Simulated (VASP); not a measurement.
# OsC2 (P6_3/mmc) in VASP: single point with PBE

Aim: the single point of OsC2 with PBE.

Everything below comes from runs of VASP 6.6.1. Logs are shortened: lines on timing, memory, paths and dates and some standing lists are left out, and cuts for length are marked.

## (1) The cell of the first run

Symmetry: P6_3/mmc, No. 194, hexagonal system. Conventional cell: a = 3.196 Å, b = 3.196 Å, c = 10.297 Å, α = 90.00°, β = 90.00°, γ = 120.00°. Os (site symmetry -6m2) has 6 C at 2.03 Å within 2.7 Å. Within 2.2 Å of C (site symmetry 3m) lie 1 C at 1.69 Å and 3 Os at 2.03 Å.

## (2) Single point, PBE

Input file INCAR:

```
SYSTEM = OsC2
PREC     = Accurate       ! precision mode
ENCUT    = 700            ! plane-wave cutoff, eV
EDIFF    = 1E-6           ! SCF threshold, eV
ISMEAR   = 0              ! smearing method
SIGMA    = 0.1            ! smearing width, eV
LREAL    = .False.        ! projectors in reciprocal space
LASPH    = .True.         ! aspherical terms in the spheres
NELM     = 120            ! most SCF steps
ALGO     = Normal         ! electronic algorithm
ISIF     = 2              ! what is computed and relaxed
LWAVE    = .False.        ! write WAVECAR
LCHARG   = .False.        ! write CHGCAR
GGA      = PE             ! functional
NBANDS   = 33             ! bands
GGA_COMPAT= .False.
```

Input file KPOINTS:

```
regular mesh
0
Gamma
  6 6 2
  0 0 0
```

Input file POSCAR:

```
OsC2
1.0
    3.1955074426      0.0000000000      0.0000000000
   -1.5977537212      2.7673906233      0.0000000000
    0.0000000000      0.0000000000     10.2971335393
Os C
2 4
Direct
    0.3333333333      0.6666666667      0.2500000000
    0.6666666667      0.3333333333      0.7500000000
    0.3333333333      0.6666666667      0.6679505444
    0.6666666667      0.3333333333      0.1679505444
    0.3333333333      0.6666666667      0.8320494556
    0.6666666667      0.3333333333      0.3320494556
```

Potentials or basis: VASP PAW PBE potentials, release 64 (Os_sv_GW, C).

Started as:

```console
> cat potpaw_PBE.64/Os_sv_GW/POTCAR potpaw_PBE.64/C/POTCAR > POTCAR
> mpirun -np 1 vasp_std > vasp.out
```

OUTCAR:

```text
SYSTEM = OsC2
   PREC = Accurate
   ENCUT = 700
   EDIFF = 1E-6
   ISMEAR = 0
   LREAL = .False.
   LASPH = .True.
   NELM = 120
   ISIF = 2
   GGA = PE

 ion  position               nearest neighbor table
   1  0.333  0.667  0.250-   4 2.03   6 2.03   4 2.03   6 2.03   4 2.03   6 2.03
   2  0.667  0.333  0.750-   3 2.03   5 2.03   3 2.03   5 2.03   3 2.03   5 2.03
   3  0.333  0.667  0.668-   5 1.69   2 2.03   2 2.03   2 2.03
   4  0.667  0.333  0.168-   6 1.69   1 2.03   1 2.03   1 2.03
   5  0.333  0.667  0.832-   3 1.69   2 2.03   2 2.03   2 2.03
   6  0.667  0.333  0.332-   4 1.69   1 2.03   1 2.03   1 2.03

  LATTYP: Found a hexagonal cell.
 ALAT       =     3.1955074426
 C/A-ratio  =     3.2223782057

  Lattice vectors:

 A1 = (   3.1955074426,   0.0000000000,   0.0000000000)
 A2 = (  -1.5977537212,   2.7673906233,   0.0000000000)
 A3 = (   0.0000000000,   0.0000000000,  10.2971335393)

Analysis of symmetry for initial positions (statically):
=====================================================================
 Subroutine PRICEL returns:
 Original cell was already a primitive cell.

 Routine SETGRP: Setting up the symmetry group for a
 hexagonal supercell.

 Subroutine GETGRP returns: Found 24 space group operations
 (whereof 12 operations were pure point group operations)
 out of a pool of 24 trial point group operations.

The static configuration has the point symmetry D_3d.
 The point group associated with its full space group is D_6h.

Analysis of symmetry for dynamics (positions and initial velocities):
=====================================================================
 Subroutine PRICEL returns:
 Original cell was already a primitive cell.

 Routine SETGRP: Setting up the symmetry group for a
 hexagonal supercell.

 Subroutine GETGRP returns: Found 24 space group operations
 (whereof 12 operations were pure point group operations)
 out of a pool of 24 trial point group operations.

The dynamic configuration has the point symmetry D_3d.
 The point group associated with its full space group is D_6h.

 Subroutine INISYM returns: Found 24 space group operations
 (whereof 12 operations are pure point group operations),
 and found     1 'primitive' translations

----------------------------------------------------------------------------------------

                                     Primitive cell

  volume of cell :      91.0598

  direct lattice vectors                    reciprocal lattice vectors
     3.195507443  0.000000000  0.000000000     0.312939343  0.180675614  0.000000000
[... 89 lines left out ...]
   ISIF   =      2    stress and relaxation
   ISYM   =      2    0-nonsym 1-usesym 2-fastsym
   POTIM  = 0.5000    time-step for ionic-motion
   TEBEG  =    0.0;   TEEND  =   0.0 temperature during run
   PSTRESS=    0.0 pullay stress
   NELECT =      48.0000    total number of electrons
   NUPDOWN=      -1.0000    fix difference up-down
   EMIN   =  10.00;   EMAX   =-10.00  energy-range for DOS
   EFERMI =   0.00;   METHOD = LEGACY
   ISMEAR =     0;   SIGMA  =   0.10  broadening in eV -4-tet -1-fermi 0-gaus
   EFERMI_NEDOS =   21; number of points for ismear=-14 and -15
   IALGO  =     38    algorithm
   IMIX   =      4    mixing-type and parameters
     AMIX     =   0.40;   BMIX     =  1.00
     AMIX_MAG =   1.60;   BMIX_MAG =  1.00
  volume/ion in A,a.u.               =      15.18       102.42
  Fermi-wavevector in a.u.,A,eV,Ry     =   1.322451  2.499071 23.794923  1.748878
  Thomas-Fermi vector in A             =   2.452131
   LORBIT       =      0    0 simple, 1 ext, 2 COOP (PROOUT), +10 PAW based schemes
   GGA     = PE    functional components
   LHFCALC =     F    Hartree Fock is set to
   AEXX    =    0.0000 exact exchange contribution
   IVDW    =     0    specifies the selected vdW correction
   LEPSILON=     F    determine dielectric tensor
   LRPA    =     F    only Hartree local field effects (RPA)
 non-spin polarized calculation
 Gauss-broadening in eV      SIGMA  =   0.10
  energy-cutoff  :      700.00
  volume of cell :       91.06
 maximum number of plane-waves:      3868
 NGX is ok and might be reduce to    28
   NGX = 13   NGY = 13   NGZ = 45

 number of electron      47.9999999 magnetization

 Free energy of the ion-electron system (eV)
  ---------------------------------------------------
  ext. energy  EPLUGINS =         0.00000000
  ---------------------------------------------------
  free energy    TOTEN  =       -52.50231486 eV

  energy without entropy =      -52.48778161  energy(sigma->0) =      -52.49504823

 E-fermi :   4.0217     XC(G=0):  -9.9146

 val. band max:        3.9756752257   @ k =   0.3333   0.0000   0.5000
 cond. band min:       4.0757173953   @ k =   0.3333   0.0000   0.0000
 fundamental gap:      0.1000421696
 Fermi energy:         4.0216909085

 k-point     1 :       0.0000    0.0000    0.0000
  band No.  band energies     occupation
      1     -82.9406      2.00000
      2     -82.9406      2.00000
      3     -42.4819      2.00000
      4     -42.4819      2.00000
      5     -42.4819      2.00000
      6     -42.4819      2.00000
[... 493 lines left out ...]
     32      11.4633      0.00000
     33      12.6984      0.00000

------------------------ aborting loop because EDIFF is reached ----------------------------------------

  FORCE on cell =-STRESS in cart. coord.  units (eV):
  Direction    XX          YY          ZZ          XY          YZ          ZX
  --------------------------------------------------------------------------------------
  -------------------------------------------------------------------------------------
  Total        0.0575299      0.0575299      0.1039006      0.0000000      0.0000000      0.0000000
  in kB        1.0122264      1.0122264      1.8281084      0.0000000      0.0000000      0.0000000
  external PRESSURE =       1.2841871 kB  Pullay stress =       0.0000000 kB

 VOLUME and BASIS-vectors are now :
 -----------------------------------------------------------------------------
  energy-cutoff  :      700.00
  volume of cell :       91.06
      direct lattice vectors                 reciprocal lattice vectors
     3.195507443  0.000000000  0.000000000     0.312939343  0.180675614  0.000000000
    -1.597753721  2.767390623  0.000000000     0.000000000  0.361351228  0.000000000
     0.000000000  0.000000000 10.297133539     0.000000000  0.000000000  0.097114405

 POSITION                                       TOTAL-FORCE (eV/Angst)
 -----------------------------------------------------------------------------------
     -0.00000      1.84493      2.57428         0.000000     -0.000000     -0.000000
      1.59775      0.92246      7.72285        -0.000000      0.000000     -0.000000
     -0.00000      1.84493      6.87798        -0.000000     -0.000000     -0.033642
      1.59775      0.92246      1.72941        -0.000000      0.000000     -0.033642
     -0.00000      1.84493      8.56772        -0.000000      0.000000      0.033642
      1.59775      0.92246      3.41916        -0.000000      0.000000      0.033642
 -----------------------------------------------------------------------------------
    total drift:                               -0.000000      0.000000      0.000000

  FREE ENERGIE OF THE ION-ELECTRON SYSTEM (eV)
  ---------------------------------------------------
  free  energy   TOTEN  =       -52.5023148570 eV

  energy  without entropy=      -52.4877816083  energy(sigma->0) =      -52.49504823
```

Run time: 34 s. Hardware: 1 thread of Intel Xeon 6975P-C (Granite Rapids), shared host; peak memory 0.27 GiB.

What came out:

* Free energy: -52.5023 eV
* Pressure: 0.1 GPa
* Largest force: 0.034 eV/Å
* Band gap on the k mesh: zero (bands 24 and 25 overlap by 2.45 eV)

Forces in eV/Å, atoms in the order of the input:
```
Os   0.000  0.000  0.000
Os   0.000  0.000  0.000
C    0.000  0.000 -0.034
C    0.000  0.000 -0.034
C    0.000  0.000  0.034
C    0.000  0.000  0.034
```

Caveat: the k points lie up to 0.38 Å⁻¹ apart, too coarse for converged energies and pressures of a metal; spin-orbit coupling is left out, which moves the levels of the heavy elements.

The gap in the log of VASP goes by the Fermi energy; the results here count the filled bands.